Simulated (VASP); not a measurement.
# GdN (F-43m) in VASP: further runs, part 3 of 3

VASP 6.6.1. The steps go on from the part before.

**7. Single point, LDA+U, collinear spin, ferromagnetic start**

The input, INCAR:

```
PREC     = Accurate       # precision mode
ENCUT    = 600            # plane-wave cutoff, eV
EDIFF    = 1E-6           # SCF threshold, eV
ISMEAR   = 0              # smearing method
SIGMA    = 0.05           # smearing width, eV
LREAL    = False          # projectors in reciprocal space
LASPH    = True           # aspherical terms in the spheres
NELM     = 200            # most SCF steps
ALGO     = Normal         # electronic algorithm
ISIF     = 2              # what is computed and relaxed
LWAVE    = False          # write WAVECAR
LCHARG   = False          # write CHGCAR
ISPIN    = 2              # spin polarisation
MAGMOM   = 7.67 0.22      # initial moments
LORBIT   = 11             # projections on sites
NUPDOWN  = 7.7            # fixed moment
LMAXMIX  = 6              # l up to which the mixer works
LDAU     = True           # DFT+U
LDAUTYPE = 2            
LDAUL    = 3 -1           # shell
LDAUU    = 8 0            # U, eV
LDAUJ    = 0 0          
LDAUPRINT= 1            
GGA      = CA             # functional
NBANDS   = 22             # bands
GGA_COMPAT= False
```

The input, KPOINTS:

```
regular mesh
0
Gamma
  6 6 6
```

The input, POSCAR:

```
GdN
1.0
    0.0000000000      2.7293320800      2.7293320800
    2.7293320800      0.0000000000      2.7293320800
    2.7293320800      2.7293320800      0.0000000000
Gd N
1 1
Direct
    0.0000000000      0.0000000000      0.0000000000
    0.2500000000      0.2500000000      0.2500000000
```

Potentials or basis: VASP PAW PBE potentials, release 64 (Gd, N).

Launch:

```bash
$ cat potpaw_PBE.64/Gd/POTCAR potpaw_PBE.64/N/POTCAR > POTCAR
$ mpirun -np 1 vasp_std > vasp.out
```

OUTCAR:

```text
PREC = Accurate
   ENCUT = 600
   EDIFF = 1E-6
   ISMEAR = 0
   LREAL = False
   LASPH = True
   NELM = 200
   ISIF = 2
   ISPIN = 2
   LORBIT = 11
   NUPDOWN = 7.7
   GGA = CA

 ion  position               nearest neighbor table
   1  0.000  0.000  0.000-   2 2.36   2 2.36   2 2.36   2 2.36
   2  0.250  0.250  0.250-   1 2.36   1 2.36   1 2.36   1 2.36

  LATTYP: Found a face centered cubic cell.
 ALAT       =     5.4586641600

  Lattice vectors:

 A1 = (   0.0000000000,   2.7293320800,   2.7293320800)
 A2 = (   2.7293320800,   0.0000000000,   2.7293320800)
 A3 = (   2.7293320800,   2.7293320800,   0.0000000000)

Analysis of symmetry for initial positions (statically):
=====================================================================
 Subroutine PRICEL returns:
 Original cell was already a primitive cell.

 Routine SETGRP: Setting up the symmetry group for a
 face centered cubic supercell.
[... 634 lines left out ...]
      4     -16.9173      1.00000
      5     -10.4465      1.00000
      6      -0.3260      1.00000
[... 389 lines left out ...]
     21      13.1644      0.00000
     22      13.2670      0.00000

------------------------ aborting loop because EDIFF is reached ----------------------------------------

  FORCE on cell =-STRESS in cart. coord.  units (eV):
  Direction    XX          YY          ZZ          XY          YZ          ZX
  --------------------------------------------------------------------------------------
  -------------------------------------------------------------------------------------
  Total       -2.3710538     -2.3710538     -2.3710538      0.0000000     -0.0000000     -0.0000000
  in kB      -93.4227935    -93.4227935    -93.4227935      0.0000000     -0.0000000     -0.0000000
  external PRESSURE =     -93.4227935 kB  Pullay stress =       0.0000000 kB

 VOLUME and BASIS-vectors are now :
 -----------------------------------------------------------------------------
  energy-cutoff  :      600.00
  volume of cell :       40.66
      direct lattice vectors                 reciprocal lattice vectors
     0.000000000  2.729332080  2.729332080    -0.183195004  0.183195004  0.183195004
     2.729332080  0.000000000  2.729332080     0.183195004 -0.183195004  0.183195004
     2.729332080  2.729332080  0.000000000     0.183195004  0.183195004 -0.183195004

 POSITION                                       TOTAL-FORCE (eV/Angst)
 -----------------------------------------------------------------------------------
      0.00000      0.00000      0.00000         0.000000     -0.000000     -0.000000
      1.36467      1.36467      1.36467        -0.000000      0.000000      0.000000
 -----------------------------------------------------------------------------------
    total drift:                                0.000000      0.000000      0.000000

  FREE ENERGIE OF THE ION-ELECTRON SYSTEM (eV)
  ---------------------------------------------------
  free  energy   TOTEN  =       -22.2837104118 eV

  energy  without entropy=      -22.2796315718  energy(sigma->0) =      -22.28167099

 total charge

# of ion       s       p       d       f       tot
--------------------------------------------------
    1        2.035   5.591   0.593   6.964  15.183
    2        1.249   2.321   0.000   0.000   3.570
--------------------------------------------------
tot          3.284   7.912   0.593   6.964  18.753

 magnetization (x)

# of ion       s       p       d       f       tot
--------------------------------------------------
    1       -0.000  -0.036   0.140   6.912   7.015
    2       -0.002   0.149   0.000   0.000   0.147
--------------------------------------------------
tot         -0.002   0.113   0.140   6.912   7.162
```

OSZICAR:

```text
N       E                     dE             d eps       ncg     rms          rms(c)
DAV:   1     0.172782615928E+03    0.17278E+03   -0.91346E+03  1932   0.606E+03
DAV:   2     0.815781067592E+01   -0.16462E+03   -0.14005E+03  1944   0.577E+02
DAV:   3    -0.163905602335E+02   -0.24548E+02   -0.23874E+02  2204   0.137E+02
DAV:   4    -0.189662201985E+02   -0.25757E+01   -0.25598E+01  2516   0.326E+01
DAV:   5    -0.190891101958E+02   -0.12289E+00   -0.12276E+00  2404   0.844E+00    0.390E+01
DAV:   6    -0.218875297751E+02   -0.27984E+01   -0.20337E+01  2326   0.185E+02    0.709E+01
DAV:   7    -0.222179368519E+02   -0.33041E+00   -0.27491E+00  2286   0.213E+01    0.495E+01
DAV:   8    -0.221834896381E+02    0.34447E-01   -0.51543E-01  2674   0.144E+01    0.306E+01
DAV:   9    -0.222834510026E+02   -0.99961E-01   -0.34695E-01  2358   0.136E+01    0.636E+00
DAV:  10    -0.222785666242E+02    0.48844E-02   -0.66594E-02  2364   0.364E+00    0.351E+00
DAV:  11    -0.222834945256E+02   -0.49279E-02   -0.10206E-02  2412   0.186E+00    0.133E+00
DAV:  12    -0.222836451214E+02   -0.15060E-03   -0.10106E-03  1902   0.196E-01    0.554E-01
DAV:  13    -0.222836995230E+02   -0.54402E-04   -0.36467E-04  2398   0.232E-01    0.183E-01
DAV:  14    -0.222837094577E+02   -0.99347E-05   -0.44251E-05  2262   0.648E-02    0.917E-02
DAV:  15    -0.222837104118E+02   -0.95416E-06   -0.51221E-06  2228   0.562E-02
   1 F= -.22283710E+02 E0= -.22281671E+02  d E =-.407884E-02  mag=     7.7000
```

stdout:

```text
POSCAR found type information on POSCAR GdN
 POSCAR found :  2 types and       2 ions
 scaLAPACK will be used
 -----------------------------------------------------------------------------
|                                                                             |
|                                                                             |
|     You enforced a specific xc type in the INCAR file but a different       |
|     I HOPE YOU KNOW WHAT YOU ARE DOING!                                     |
|                                                                             |
 -----------------------------------------------------------------------------

 LDA part: xc-table for (Slater(with rela. corr.)+CA(PZ))
 , standard interpolation
 POSCAR, INCAR and KPOINTS ok, starting setup
 FFT: planning ... GRIDC
 FFT: planning ... GRID_SOFT
 FFT: planning ... GRID
 WAVECAR not read
 entering main loop
```

Wall time 50 s (1 thread of Intel Xeon 6975P-C, shared host); peak memory 0.19 GiB.

What came out:

```yaml
Free_energy: -22.2837 eV
Pressure: -9.3 GPa
Net_moment: 7.70 μB per cell
Site_moments: Gd +7.01; N +0.15 μB
Valence_electrons_inside_the_program's_atomic_spheres: Gd 15.18; N 3.57
```

Eigenvalues of the final occupation matrices:
```
    site  spin  trace                         eigenvalues
site 1 f     1   6.94  0.99 0.99 0.99 0.99 0.99 0.99 0.99
site 1 f     2   0.03  0.00 0.00 0.00 0.00 0.00 0.00 0.01
```

Caveat: the PAW data sets were made with another functional, which shifts forces and pressure a little; spin-orbit coupling is left out, which moves the levels of the heavy elements; the total moment is fixed, so each spin has its own Fermi level; a cell with one magnetic atom can't hold antiferromagnetic order, which such compounds often take. The state reached can hang on the start; a lower one may exist.

**8. Overview**

| spin | fixed moment (μB) | gap on the mesh (eV) | pressure (GPa) | moment (μB) |
| --- | --- | --- | --- | --- |
| collinear, ferromagnetic start | - | 1.49 | -10.5 | 7.00 |
| collinear, ferrimagnetic start | - | 1.49 | -10.5 | 7.00 |
| collinear, ferrimagnetic start | 7.0 | - | -10.5 | 7.00 |
| collinear, ferrimagnetic start | 6.3 | - | -8.8 | 6.30 |
| collinear, ferromagnetic start | 7.7 | - | -9.3 | 7.70 |

Alike in all rows: task single point; level LDA+U; potentials or basis VASP PAW PBE potentials, release 64 (Gd, N); Gd f U = 8.0 eV; cell as given; k mesh 6 × 6 × 6; cutoff (eV) 600; smearing gaussian 0.05 eV.

Caveats: the PAW data sets were made with another functional, which shifts forces and pressure a little; spin-orbit coupling is left out, which moves the levels of the heavy elements; a cell with one magnetic atom can't hold antiferromagnetic order, which such compounds often take; the total moment is fixed, so each spin has its own Fermi level (some runs).

Total energies depend on the potentials used, so only differences within one code and one set of settings carry meaning.
